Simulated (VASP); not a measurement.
# LiF in VASP: further runs, part 2 of 2

VASP 6.6.1. Earlier steps stand in the parts before.

## 4. Single point, PBE (equal xy, yz and zx shear strains of +3 %)

Contents of INCAR:

```
PREC = Accurate ; ENCUT = 520
EDIFF = 1E-6 ; ISMEAR = -1
SIGMA = 0.03 ; LREAL = F
LASPH = T ; NELM = 60
ALGO = Normal ; ISIF = 2
LWAVE = F ; LCHARG = F
GGA = PE ; NBANDS = 12
```

Contents of KPOINTS:

```
Automatic mesh
0
Gamma
  10 10 10
```

Contents of POSCAR:

```
LiF
1.0
    0.0604200000      2.0442100000      2.0442100000
    2.0442100000      0.0604200000      2.0442100000
    2.0442100000      2.0442100000      0.0604200000
Li F
1 1
Direct
    0.0000000000      0.0000000000      0.0000000000
    0.5000000000      0.5000000000      0.5000000000
```

Potentials or basis: VASP PAW PBE potentials, release 64 (Li_sv, F).

Started as:

```sh
cat potpaw_PBE.64/Li_sv/POTCAR potpaw_PBE.64/F/POTCAR > POTCAR
mpirun -np 1 vasp_std > vasp.out
```

OUTCAR:

```text
PREC = Accurate
   ENCUT = 520
   EDIFF = 1E-6
   ISMEAR = -1
   LREAL = F
   LASPH = T
   NELM = 60
   ISIF = 2
   GGA = PE

 ion  position               nearest neighbor table
   1  0.000  0.000  0.000-   2 2.01   2 2.01   2 2.01   2 2.01   2 2.01   2 2.01
   2  0.500  0.500  0.500-   1 2.01   1 2.01   1 2.01   1 2.01   1 2.01   1 2.01

  LATTYP: Found a trigonal (rhomboedric) cell.
 ALAT       =     2.8915808176
 COS(alpha) =     0.5293254421

  Lattice vectors:

 A1 = (   0.0604200000,   2.0442100000,   2.0442100000)
[... 539 lines left out ...]
      7      15.7531      0.00000
      8      17.6102      0.00000
      9      18.8990      0.00000
     10      20.4864      0.00000
     11      32.7982      0.00000
     12      33.7605      0.00000

 [... further k-points ...]
[... 5 lines left out ...]
  --------------------------------------------------------------------------------------
  -------------------------------------------------------------------------------------
  Total        0.1758771      0.1758771      0.1758771     -0.2021786     -0.2021786     -0.2021786
  in kB       17.2584538     17.2584538     17.2584538    -19.8393658    -19.8393658    -19.8393658
  external PRESSURE =      17.2584538 kB  Pullay stress =       0.0000000 kB

 VOLUME and BASIS-vectors are now :
 -----------------------------------------------------------------------------
  energy-cutoff  :      520.00
  volume of cell :       16.33
      direct lattice vectors                 reciprocal lattice vectors
     0.060420000  2.044210000  2.044210000    -0.255713333  0.248372281  0.248372281
     2.044210000  0.060420000  2.044210000     0.248372281 -0.255713333  0.248372281
     2.044210000  2.044210000  0.060420000     0.248372281  0.248372281 -0.255713333

 POSITION                                       TOTAL-FORCE (eV/Angst)
 -----------------------------------------------------------------------------------
      0.00000      0.00000      0.00000        -0.000000      0.000000      0.000000
      2.07442      2.07442      2.07442         0.000000     -0.000000     -0.000000
 -----------------------------------------------------------------------------------
    total drift:                               -0.000000     -0.000000      0.000000

  FREE ENERGIE OF THE ION-ELECTRON SYSTEM (eV)
  ---------------------------------------------------
  free  energy   TOTEN  =        -9.6285911937 eV

  energy  without entropy=       -9.6285911937  energy(sigma->0) =       -9.62859119
```

OSZICAR:

```text
N       E                     dE             d eps       ncg     rms          rms(c)
DAV:   1     0.324784247303E+02    0.32478E+02   -0.54045E+03  2872   0.851E+02
DAV:   2    -0.896053446759E+01   -0.41439E+02   -0.40520E+02  3384   0.189E+02
DAV:   3    -0.101292744276E+02   -0.11687E+01   -0.11657E+01  3632   0.275E+01
DAV:   4    -0.101398617663E+02   -0.10587E-01   -0.10587E-01  3188   0.289E+00
DAV:   5    -0.101399802389E+02   -0.11847E-03   -0.11847E-03  3620   0.226E-01    0.454E+00
DAV:   6    -0.961746141630E+01    0.52252E+00   -0.24948E+00  3208   0.980E+00    0.139E+00
DAV:   7    -0.962173261642E+01   -0.42712E-02   -0.18938E-02  3740   0.121E+00    0.861E-01
DAV:   8    -0.962848446856E+01   -0.67519E-02   -0.15154E-02  3384   0.128E+00    0.112E-01
DAV:   9    -0.962849815676E+01   -0.13688E-04   -0.94739E-04  3240   0.278E-01    0.434E-02
DAV:  10    -0.962859231224E+01   -0.94155E-04   -0.13527E-04  3216   0.918E-02    0.167E-02
DAV:  11    -0.962859109379E+01    0.12184E-05   -0.73689E-06  3536   0.249E-02    0.226E-03
DAV:  12    -0.962859119365E+01   -0.99860E-07   -0.49618E-07  3236   0.606E-03
   1 F= -.96285912E+01 E0= -.96285912E+01  d E =-.163282E-12
```

It took 8.5 s on 1 thread of Intel Xeon 6975P-C (Granite Rapids), shared host; peak memory 0.14 GiB.

What came out:

| Item | Value |
| --- | --- |
| Free energy | -9.6286 eV |
| Band gap on the k mesh | 9.00 eV, direct |

Caveat: the cell differs from its parent crystal (equal xy, yz and zx shear strains of +3 %); the cutoff is under 1.25 times the usual one of these potentials, so pressure, stress and relaxed cells hold a basis-set (Pulay) error.

## 5. Single point, PBE (volume scaled by 0.96)

Contents of INCAR:

```
SYSTEM = LiF
PREC = Accurate
ENCUT = 520
EDIFF = 1E-6
ISMEAR = -1
SIGMA = 0.03
LREAL = .FALSE.
LASPH = .TRUE.
NELM = 60
ALGO = Normal
ISIF = 2
LWAVE = .FALSE.
LCHARG = .TRUE.
GGA = PE
LELF = .TRUE.
LVHAR = .TRUE.
NBANDS = 12
```

Contents of KPOINTS:

```
regular mesh
0
G
  10 10 10
  0 0 0
```

Contents of POSCAR:

```
LiF
1.0
    0.0000000000      1.9867804471      1.9867804471
    1.9867804471      0.0000000000      1.9867804471
    1.9867804471      1.9867804471      0.0000000000
Li F
1 1
Direct
    0.0000000000      0.0000000000      0.0000000000
    0.5000000000      0.5000000000      0.5000000000
```

Potentials or basis: VASP PAW PBE potentials, release 64 (Li_sv, F).

Started as:

```sh
cat potpaw_PBE.64/Li_sv/POTCAR potpaw_PBE.64/F/POTCAR > POTCAR
mpirun -np 1 vasp_std > vasp.out
```

OUTCAR:

```text
SYSTEM = LiF
   PREC = Accurate
   ENCUT = 520
   EDIFF = 1E-6
   ISMEAR = -1
   LREAL = .FALSE.
   LASPH = .TRUE.
   NELM = 60
   ISIF = 2
   GGA = PE

 ion  position               nearest neighbor table
   1  0.000  0.000  0.000-   2 1.99   2 1.99   2 1.99   2 1.99   2 1.99   2 1.99
   2  0.500  0.500  0.500-   1 1.99   1 1.99   1 1.99   1 1.99   1 1.99   1 1.99

  LATTYP: Found a face centered cubic cell.
 ALAT       =     3.9735608942

  Lattice vectors:

[... 539 lines left out ...]
      6      12.7044      0.00000
      7      16.2789      0.00000
      8      18.2135      0.00000
      9      19.8540      0.00000
     10      20.9241      0.00000
     11      34.1006      0.00000
     12      34.8794      0.00000

 [... further k-points ...]
[... 5 lines left out ...]
  --------------------------------------------------------------------------------------
  -------------------------------------------------------------------------------------
  Total        0.4913365      0.4913365      0.4913365      0.0000000      0.0000000      0.0000000
  in kB       50.1891687     50.1891687     50.1891687      0.0000000      0.0000000      0.0000000
  external PRESSURE =      50.1891687 kB  Pullay stress =       0.0000000 kB

 VOLUME and BASIS-vectors are now :
 -----------------------------------------------------------------------------
  energy-cutoff  :      520.00
  volume of cell :       15.68
      direct lattice vectors                 reciprocal lattice vectors
     0.000000000  1.986780447  1.986780447    -0.251663439  0.251663439  0.251663439
     1.986780447  0.000000000  1.986780447     0.251663439 -0.251663439  0.251663439
     1.986780447  1.986780447  0.000000000     0.251663439  0.251663439 -0.251663439

 POSITION                                       TOTAL-FORCE (eV/Angst)
 -----------------------------------------------------------------------------------
      0.00000      0.00000      0.00000         0.000000      0.000000      0.000000
      1.98678      1.98678      1.98678        -0.000000     -0.000000     -0.000000
 -----------------------------------------------------------------------------------
    total drift:                               -0.000000     -0.000000      0.000000

  FREE ENERGIE OF THE ION-ELECTRON SYSTEM (eV)
  ---------------------------------------------------
  free  energy   TOTEN  =        -9.6219918900 eV

  energy  without entropy=       -9.6219918900  energy(sigma->0) =       -9.62199189
```

OSZICAR:

```text
N       E                     dE             d eps       ncg     rms          rms(c)
DAV:   1     0.309990927498E+02    0.30999E+02   -0.54549E+03  1152   0.848E+02
DAV:   2    -0.912488476244E+01   -0.40124E+02   -0.39320E+02  1368   0.188E+02
DAV:   3    -0.101239291595E+02   -0.99904E+00   -0.99661E+00  1484   0.260E+01
DAV:   4    -0.101327255434E+02   -0.87964E-02   -0.87960E-02  1280   0.265E+00
DAV:   5    -0.101328245042E+02   -0.98961E-04   -0.98961E-04  1424   0.204E-01    0.454E+00
DAV:   6    -0.961096229299E+01    0.52186E+00   -0.24299E+00  1264   0.980E+00    0.136E+00
DAV:   7    -0.961528655429E+01   -0.43243E-02   -0.19528E-02  1500   0.123E+00    0.852E-01
DAV:   8    -0.962189836184E+01   -0.66118E-02   -0.14371E-02  1384   0.125E+00    0.108E-01
DAV:   9    -0.962191656530E+01   -0.18203E-04   -0.91616E-04  1308   0.274E-01    0.421E-02
DAV:  10    -0.962198915835E+01   -0.72593E-04   -0.12325E-04  1272   0.877E-02    0.152E-02
DAV:  11    -0.962199103314E+01   -0.18748E-05   -0.59485E-06  1420   0.228E-02    0.256E-03
DAV:  12    -0.962199189005E+01   -0.85691E-06   -0.45955E-07  1284   0.576E-03
   1 F= -.96219919E+01 E0= -.96219919E+01  d E =-.201334E-13
```

Run time: 6.5 s. Hardware: 1 thread of AMD EPYC 9R45 (Zen 5), shared host; peak memory 0.1 GiB.

What came out:

* Free energy: -9.6220 eV
* Band gap on the k mesh: 9.46 eV, direct

Levels at points of the mesh, in eV from the valence-band top:
```tsv
k point	band 2	band 3	band 4	band 5	band 6	band 7	band 8	band 9
(0.00, 0.00, 0.00)	-20.09	0.00	0.00	0.00	9.46	24.51	24.51	24.51
(0.50, 0.00, 0.00)	-19.62	-2.64	-0.24	-0.24	10.99	17.24	19.22	19.22
(0.50, 0.50, 0.00)	-19.33	-3.18	-1.06	-1.06	15.20	16.67	17.95	20.73
```

Caveat: the cutoff is under 1.25 times the usual one of these potentials, so pressure, stress and relaxed cells hold a basis-set (Pulay) error.

## 6. Single point, PBE (volume scaled by 0.99)

Contents of INCAR:

```
PREC = Accurate
ENCUT = 520
EDIFF = 1E-6
ISMEAR = -1
SIGMA = 0.03
LREAL = False
LASPH = True
NELM = 80
ALGO = Normal
ISIF = 2
LWAVE = False
LCHARG = True
GGA = PE
LELF = True
LVHAR = True
NBANDS = 12
```

Contents of KPOINTS:

```
regular mesh
0
Gamma
  10 10 10
```

Contents of POSCAR:

```
LiF
1.0
    0.0000000000      2.0072641637      2.0072641637
    2.0072641637      0.0000000000      2.0072641637
    2.0072641637      2.0072641637      0.0000000000
Li F
1 1
Direct
    0.0000000000      0.0000000000      0.0000000000
    0.5000000000      0.5000000000      0.5000000000
```

Potentials or basis: VASP PAW PBE potentials, release 64 (Li_sv, F).

Started as:

```sh
cat potpaw_PBE.64/Li_sv/POTCAR potpaw_PBE.64/F/POTCAR > POTCAR
mpirun -np 1 vasp_std > vasp.out
```

It took 6.5 s on 1 thread of AMD EPYC 9R45 (Zen 5), shared host; peak memory 0.1 GiB.

The run converged. Its results:

| Quantity | Value |
| --- | --- |
| Free energy | -9.6349 eV |
| Band gap on the k mesh | 9.18 eV, direct |

Levels at points of the mesh, in eV from the valence-band top:
```tsv
k point	band 3	band 4	band 5	band 6	band 7	band 8
(0.00, 0.00, 0.00)	0.00	0.00	0.00	9.18	24.10	24.10
(0.50, 0.00, 0.00)	-2.55	-0.23	-0.23	10.83	16.86	18.98
(0.50, 0.50, 0.00)	-3.05	-1.01	-1.01	14.91	16.52	17.57
```

Caveat: the cutoff is under 1.25 times the usual one of these potentials, so pressure, stress and relaxed cells hold a basis-set (Pulay) error.

## 7. Summary

```tsv
cell	gap on the mesh (eV)
a = 2.820 Å, angles 61.3°, 2 atoms	8.98
a = 2.863 Å, angles 59.3°, 2 atoms	9.06
a = 2.892 Å, angles 58.0°, 2 atoms	9.00
a = 2.810 Å, angles 60.0°, 2 atoms	9.46
a = 2.839 Å, angles 60.0°, 2 atoms	9.18
```

Alike in all rows: task single point; level PBE; potentials or basis VASP PAW PBE potentials, release 64 (Li_sv, F); no spin polarisation; k mesh 10 × 10 × 10; cutoff (eV) 520; smearing fermi-dirac 0.03 eV.

Caveats: the cutoff is under 1.25 times the usual one of these potentials, so pressure, stress and relaxed cells hold a basis-set (Pulay) error.

Total energies depend on the potentials used, so only differences within one code and one set of settings carry meaning.
